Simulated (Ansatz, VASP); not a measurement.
**Si3F: VASP beside Ansatz**

```
Si F
1.0
     5.96646    0.00000    0.00000
    -2.98323    5.16710    0.00000
     0.00000    0.00000    3.68831
Si F
6 2
Direct
  0.36320 0.18161 0.25000
  0.18159 0.36320 0.75000
  0.81839 0.18159 0.25000
  0.63680 0.81839 0.75000
  0.81841 0.63680 0.25000
  0.18161 0.81841 0.75000
  0.33333 0.66667 0.25000
  0.66667 0.33333 0.75000
```

Alike in both runs: functional PBE; k mesh 3 × 3 × 6; occupations gaussian, width 0.1 eV; no spin polarisation.

Ansatz relaxed the structure, and its values are those at the end. VASP's run is a single point on that final structure, the one shown.

|  | VASP | Ansatz |
| --- | --- | --- |
| version | VASP 6.6.1 | Ansatz 0.2.0 |
| potentials or method | VASP PAW PBE potentials, release 64 (Si, F), cutoff 520 eV | scalar-relativistic, plane waves, PAW |
| valence electrons in the cell | 38 | 38 |

```tsv
	VASP	Ansatz	Ansatz less VASP
gap on the k mesh at the Fermi level (eV)	none	none	-
pressure (GPa)	-0.1	0.0	+0.10
rms of the force components (eV/Å)	0.002	0.003	+0.0008
```

A gap of «none» marks a metal or a gap that the smearing closes. The functional is the same, so the differences come from potentials, cutoffs and numerics.

The k mesh is coarse, so the values compare programs but aren't converged.
